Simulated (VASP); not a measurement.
The system is AlN.

```xyz
2
Lattice="0.0000 2.1849 2.1849 2.1849 0.0000 2.1849 2.1849 2.1849 0.0000" Properties=species:S:1:pos:R:3 pbc="T T T"
Al    0.0000    0.0000    0.0000
N     1.0924    1.0924    1.0924
```

Program: VASP 6.6.1. Alike in all runs: task single point; no spin polarisation; cell as given; k mesh 6 × 6 × 6; cutoff (eV) 520; smearing gaussian 0.01 eV.

Order these runs on this cell by their pressure, lowest first.
A. level HSE06; potentials or basis VASP PAW PBE potentials, release 64 (Al, N); grid for exact exchange (PRECFOCK) Normal; screening parameter 0.2079 1/Å
B. level PBE; potentials or basis VASP PAW PBE potentials, release 64 (Al, N)
C. level LDA; potentials or basis VASP PAW LDA potentials, release 64 (Al, N)

C (-3.3 GPa), A (-0.8 GPa), B (4.3 GPa).

Caveats: the PAW data sets were made with another functional, which shifts forces and pressure a little (some runs).
